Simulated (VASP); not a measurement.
# Ga (Pm-3m) in VASP: relaxation of cell and atoms with PBEsol

Aim: the relaxation of cell and atoms of Ga with PBEsol.

All numbers are computed with VASP 6.6.1; they aren't measurements. Logs are shortened: lines on timing, memory, paths and dates and some standing lists are left out, and cuts for length are marked.

## (1) The cell of the first run

It takes space group Pm-3m (No. 221, cubic). The conventional cell has a = 2.738 Å, b = 2.738 Å, c = 2.738 Å, α = 90.00°, β = 90.00°, γ = 90.00°. Within 3.6 Å of Ga (site symmetry m-3m) lie 6 Ga at 2.74 Å.

## (2) Relaxation of cell and atoms, PBEsol

The input, INCAR:

```
SYSTEM = Ga
ALGO     = Normal         ! electronic algorithm
EDIFF    = 1E-6           ! SCF threshold, eV
EDIFFG   = -0.005         ! ionic threshold
ENCUT    = 600            ! plane-wave cutoff, eV
GGA      = PS             ! functional
IBRION   = 2              ! ionic algorithm
ISIF     = 3              ! what is computed and relaxed
ISMEAR   = -1             ! smearing method
LASPH    = .TRUE.         ! aspherical terms in the spheres
LCHARG   = .FALSE.        ! write CHGCAR
LREAL    = .FALSE.        ! projectors in reciprocal space
LWAVE    = .FALSE.        ! write WAVECAR
NELM     = 80             ! most SCF steps
NSW      = 60             ! ionic steps
PREC     = Accurate       ! precision mode
SIGMA    = 0.1            ! smearing width, eV
```

The input, KPOINTS:

```
k-points
0
G
  15 15 15
  0 0 0
```

The input, POSCAR:

```
Ga
1.0
    2.7377415812      0.0000000000      0.0000000000
    0.0000000000      2.7377415812      0.0000000000
    0.0000000000      0.0000000000      2.7377415812
Ga
1
Direct
    0.0000000000      0.0000000000      0.0000000000
```

Potentials or basis: VASP PAW PBE potentials, release 64 (Ga_d).

Launch:

```bash
cat potpaw_PBE.64/Ga_d/POTCAR > POTCAR
mpirun -np 1 vasp_std > vasp.out
```

OUTCAR:

```text
SYSTEM = Ga
   EDIFF = 1E-6
   EDIFFG = -0.005
   ENCUT = 600
   GGA = PS
   IBRION = 2
   ISIF = 3
   ISMEAR = -1
   LASPH = .TRUE.
   LREAL = .FALSE.
   NELM = 80
   NSW = 60
   PREC = Accurate

 ion  position               nearest neighbor table
   1  0.000  0.000  0.000-

  LATTYP: Found a simple cubic cell.
 ALAT       =     2.7377415812

  Lattice vectors:

 A1 = (   2.7377415812,   0.0000000000,   0.0000000000)
 A2 = (   0.0000000000,   2.7377415812,   0.0000000000)
 A3 = (   0.0000000000,   0.0000000000,   2.7377415812)

Analysis of symmetry for initial positions (statically):
=====================================================================
 Subroutine PRICEL returns:
 Original cell was already a primitive cell.

 Routine SETGRP: Setting up the symmetry group for a
 simple cubic supercell.

 Subroutine GETGRP returns: Found 48 space group operations
 (whereof 48 operations were pure point group operations)
 out of a pool of 48 trial point group operations.

The static configuration has the point symmetry O_h .

Analysis of symmetry for dynamics (positions and initial velocities):
=====================================================================
 Subroutine PRICEL returns:
 Original cell was already a primitive cell.

 Routine SETGRP: Setting up the symmetry group for a
 simple cubic supercell.

 Subroutine GETGRP returns: Found 48 space group operations
 (whereof 48 operations were pure point group operations)
 out of a pool of 48 trial point group operations.

The dynamic configuration has the point symmetry O_h .

 Subroutine INISYM returns: Found 48 space group operations
 (whereof 48 operations are pure point group operations),
 and found     1 'primitive' translations

----------------------------------------------------------------------------------------

                                     Primitive cell

  volume of cell :      20.5200

  direct lattice vectors                    reciprocal lattice vectors
     2.737741581  0.000000000  0.000000000     0.365264569  0.000000000  0.000000000
     0.000000000  2.737741581  0.000000000     0.000000000  0.365264569  0.000000000
     0.000000000  0.000000000  2.737741581     0.000000000  0.000000000  0.365264569

  length of vectors
     2.737741581  2.737741581  2.737741581     0.365264569  0.365264569  0.365264569

  position of ions in fractional coordinates (direct lattice)
     0.000000000  0.000000000  0.000000000

  ion indices of the primitive-cell ions
   primitive index   ion index
                 1           1

----------------------------------------------------------------------------------------

 KPOINTS: k-points

Automatic generation of k-mesh.
 Grid dimensions read from file:
 generate k-points for:   15   15   15

 Generating k-lattice:

  Cartesian coordinates                     Fractional coordinates (reciprocal lattice)
     0.024350971  0.000000000  0.000000000     0.066666667  0.000000000  0.000000000
     0.000000000  0.024350971  0.000000000     0.000000000  0.066666667  0.000000000
     0.000000000  0.000000000  0.024350971     0.000000000  0.000000000  0.066666667

  Length of vectors
     0.024350971  0.024350971  0.024350971

  Shift w.r.t. Gamma in fractional coordinates (k-lattice)
     0.000000000  0.000000000  0.000000000

 Subroutine IBZKPT returns following result:
 ===========================================

 Found    120 irreducible k-points:

 Following reciprocal coordinates:
            Coordinates               Weight
  0.000000  0.000000  0.000000      1.000000
  0.066667  0.000000  0.000000      6.000000
  0.133333  0.000000  0.000000      6.000000
  0.200000  0.000000  0.000000      6.000000
  0.266667  0.000000  0.000000      6.000000
  0.333333  0.000000  0.000000      6.000000
[... 16 lines left out ...]
  0.266667  0.200000  0.000000     24.000000
  0.333333  0.200000  0.000000     24.000000
 [... further k-points ...]
   k-points           NKPTS =    120   k-points in BZ     NKDIM =    120   number of bands    NBANDS=     10
   number of dos      NEDOS =    301   number of ions     NIONS =      1
   total plane-waves  NPLWV =  13824
   dimension x,y,z NGX =    24 NGY =   24 NGZ =   24
   dimension x,y,z NGXF=    48 NGYF=   48 NGZF=   48
   ions per type =               1
   NGX,Y,Z   is equivalent  to a cutoff of  14.57, 14.57, 14.57 a.u.
   NGXF,Y,Z  is equivalent  to a cutoff of  29.15, 29.15, 29.15 a.u.
 SYSTEM =  Ga
   PREC   = accura    normal or accurate (medium, high low for compatibility)
   ISTART =      0    job   : 0-new  1-cont  2-samecut
   ICHARG =      2    charge: 1-file 2-atom 10-const
   ISPIN  =      1    spin polarized calculation?
   LNONCOLLINEAR =      F non collinear calculations
   LSORBIT =      F    spin-orbit coupling
   LASPH  =      T    aspherical Exc in radial PAW
   ENCUT  =  600.0 eV  44.10 Ry    6.64 a.u.   5.47  5.47  5.47*2*pi/ulx,y,z
   NELM   =     80;   NELMIN=  2; NELMDL= -5     # of ELM steps
   EDIFF  = 0.1E-05   stopping-criterion for ELM
   LREAL  =      F    real-space projection
   EDIFFG = -.5E-02   stopping-criterion for IOM
   NSW    =     60    number of steps for IOM
   IBRION =      2    ionic relax: 0-MD 1-quasi-New 2-CG
   NFREE  =      1    steps in history (QN), initial steepest desc. (CG)
   ISIF   =      3    stress and relaxation
   ISYM   =      2    0-nonsym 1-usesym 2-fastsym
   POTIM  = 0.5000    time-step for ionic-motion
   TEBEG  =    0.0;   TEEND  =   0.0 temperature during run
   PSTRESS=    0.0 pullay stress
   NELECT =      13.0000    total number of electrons
   NUPDOWN=      -1.0000    fix difference up-down
   EMIN   =  10.00;   EMAX   =-10.00  energy-range for DOS
   EFERMI =   0.00;   METHOD = LEGACY
   ISMEAR =    -1;   SIGMA  =   0.10  broadening in eV -4-tet -1-fermi 0-gaus
   EFERMI_NEDOS =   21; number of points for ismear=-14 and -15
   IALGO  =     38    algorithm
   IMIX   =      4    mixing-type and parameters
     AMIX     =   0.40;   BMIX     =  1.00
     AMIX_MAG =   1.60;   BMIX_MAG =  1.00
  volume/ion in A,a.u.               =      20.52       138.48
  Fermi-wavevector in a.u.,A,eV,Ry     =   1.406037  2.657025 26.897912  1.976941
  Thomas-Fermi vector in A             =   2.528438
   LORBIT       =      0    0 simple, 1 ext, 2 COOP (PROOUT), +10 PAW based schemes
   GGA     = PS    functional components
   LHFCALC =     F    Hartree Fock is set to
   AEXX    =    0.0000 exact exchange contribution
   IVDW    =     0    specifies the selected vdW correction
   LEPSILON=     F    determine dielectric tensor
   LRPA    =     F    only Hartree local field effects (RPA)
 conjugate gradient relaxation of ions
 non-spin polarized calculation
  energy-cutoff  :      600.00
  volume of cell :       20.52
 maximum number of plane-waves:       715
 NGX is ok and might be reduce to    24
   NGX = 11   NGY = 11   NGZ = 11

--------------------------------------- Ionic step        1  -------------------------------------------

 number of electron      13.0000006 magnetization

 Free energy of the ion-electron system (eV)
  ---------------------------------------------------
  ext. energy  EPLUGINS =         0.00000000
  ---------------------------------------------------
  free energy    TOTEN  =        -3.25108472 eV

  energy without entropy =       -3.23505857  energy(sigma->0) =       -3.24307165

------------------------ aborting loop because EDIFF is reached ----------------------------------------

  FORCE on cell =-STRESS in cart. coord.  units (eV):
  Direction    XX          YY          ZZ          XY          YZ          ZX
  --------------------------------------------------------------------------------------
  -------------------------------------------------------------------------------------
  Total       -0.4939360     -0.4939360     -0.4939360     -0.0000000     -0.0000000      0.0000000
  in kB      -38.5659418    -38.5659418    -38.5659418     -0.0000000     -0.0000000      0.0000000
  external PRESSURE =     -38.5659418 kB  Pullay stress =       0.0000000 kB

 VOLUME and BASIS-vectors are now :
 -----------------------------------------------------------------------------
  energy-cutoff  :      600.00
  volume of cell :       20.52
      direct lattice vectors                 reciprocal lattice vectors
     2.737741581  0.000000000  0.000000000     0.365264569  0.000000000  0.000000000
     0.000000000  2.737741581  0.000000000     0.000000000  0.365264569  0.000000000
     0.000000000  0.000000000  2.737741581     0.000000000  0.000000000  0.365264569
[... 106 lines left out ...]
 POSITION                                       TOTAL-FORCE (eV/Angst)
 -----------------------------------------------------------------------------------
      0.00000      0.00000      0.00000        -0.000000     -0.000000      0.000000
 -----------------------------------------------------------------------------------
    total drift:                                0.000000      0.000000      0.000000

  FREE ENERGIE OF THE ION-ELECTRON SYSTEM (eV)
  ---------------------------------------------------
  free  energy   TOTEN  =        -3.2727343895 eV

  energy  without entropy=       -3.2574948231  energy(sigma->0) =       -3.26511461

--------------------------------------- Ionic step        5  -------------------------------------------

 number of electron      12.9999999 magnetization

 Free energy of the ion-electron system (eV)
  ---------------------------------------------------
  ext. energy  EPLUGINS =         0.00000000
  ---------------------------------------------------
  free energy    TOTEN  =        -3.27273647 eV

  energy without entropy =       -3.25749982  energy(sigma->0) =       -3.26511815

 E-fermi :   5.0740     XC(G=0): -11.0757

 val. band max:        5.0171484905   @ k =   0.4667   0.4000   0.4000
 cond. band min:       5.0874056666   @ k =   0.4667   0.4667   0.0667
 fundamental gap:      0.0702571761
 Fermi energy:         5.0740248750

 k-point     1 :       0.0000    0.0000    0.0000
  band No.  band energies     occupation
      1     -10.0206      2.00000
      2     -10.0206      2.00000
      3      -9.4237      2.00000
      4      -9.4237      2.00000
      5      -9.4237      2.00000
      6      -5.8669      2.00000
      7      14.4718      0.00000
      8      14.4718      0.00000
      9      14.4718      0.00000
     10      17.4036      0.00000

 k-point     2 :       0.0667    0.0000    0.0000
  band No.  band energies     occupation
      1     -10.0186      2.00000
      2     -10.0034      2.00000
      3      -9.4309      2.00000
      4      -9.4309      2.00000
      5      -9.4231      2.00000
      6      -5.7725      2.00000
      7      12.9866      0.00000
      8      14.5715      0.00000
      9      14.5715      0.00000
     10      17.4826      0.00000
[... 274 lines left out ...]
 k-point    24 :       0.3333    0.2000    0.0000
  band No.  band energies     occupation
      1      -9.9037      2.00000
      2      -9.6429      2.00000
      3      -9.6428      2.00000
      4      -9.5397      2.00000
      5      -9.4676      2.00000
      6      -2.6369      2.00000
      7       5.0041      1.33622
      8      10.7251      0.00000
      9      17.6335      0.00000
     10      18.3268      0.00000

 [... further k-points ...]
[... 5 lines left out ...]
  --------------------------------------------------------------------------------------
  -------------------------------------------------------------------------------------
  Total        0.0037780      0.0037780      0.0037780      0.0000000      0.0000000     -0.0000000
  in kB        0.3205526      0.3205526      0.3205526      0.0000000      0.0000000     -0.0000000
  external PRESSURE =       0.3205526 kB  Pullay stress =       0.0000000 kB

 VOLUME and BASIS-vectors are now :
 -----------------------------------------------------------------------------
  energy-cutoff  :      600.00
  volume of cell :       18.88
      direct lattice vectors                 reciprocal lattice vectors
     2.662924626  0.000000000  0.000000000     0.375526964  0.000000000  0.000000000
    -0.000000000  2.662924626  0.000000000    -0.000000000  0.375526964  0.000000000
    -0.000000000 -0.000000000  2.662924626    -0.000000000 -0.000000000  0.375526964

 POSITION                                       TOTAL-FORCE (eV/Angst)
 -----------------------------------------------------------------------------------
      2.66292      2.66292      0.00000         0.000000     -0.000000      0.000000
 -----------------------------------------------------------------------------------
    total drift:                                0.000000     -0.000000     -0.000000

  FREE ENERGIE OF THE ION-ELECTRON SYSTEM (eV)
  ---------------------------------------------------
  free  energy   TOTEN  =        -3.2727364701 eV

  energy  without entropy=       -3.2574998209  energy(sigma->0) =       -3.26511815

 reached required accuracy - stopping structural energy minimisation
```

It took 19 s on 1 thread of Intel Xeon 6975P-C (Granite Rapids), shared host; peak memory 0.16 GiB.

What came out:

```
Free energy                            : -3.2727 eV
Relaxed volume                         : 18.88 Å³/atom
Relaxed cell                           : a = 2.663 Å, b = 2.663 Å, c = 2.663 Å, α = 90.00°, β = 90.00°, γ = 90.00°
Space group after relaxing (to 0.05 Å) : Pm-3m (No. 221)
Energy gained by relaxing              : 21.7 meV/atom
Ionic steps                            : 5
Pressure after relaxing                : 0.0 GPa
```

Step by step:
```tsv
step	energy change (eV)	largest force (eV/Å)	pressure (GPa)	volume (Å³)
1	0.0000	0.0000	-3.86	20.52
2	-0.0211	0.0000	-0.72	19.09
3	-0.0217	0.0000	0.22	18.82
4	-0.0216	0.0000	-0.19	18.89
5	-0.0217	0.0000	0.03	18.88
```

Final structure:
```cif
data_structure
_symmetry_space_group_name_H-M 'P 1'
_symmetry_Int_Tables_number 1
_cell_length_a 2.6629
_cell_length_b 2.6629
_cell_length_c 2.6629
_cell_angle_alpha 90.000
_cell_angle_beta 90.000
_cell_angle_gamma 90.000
_cell_volume 18.88
loop_
_atom_site_label
_atom_site_type_symbol
_atom_site_fract_x
_atom_site_fract_y
_atom_site_fract_z
_atom_site_occupancy
Ga1 Ga 0.00000 0.00000 0.00000 1
```

Caveat: the PAW data sets were made with another functional, which shifts forces and pressure a little.
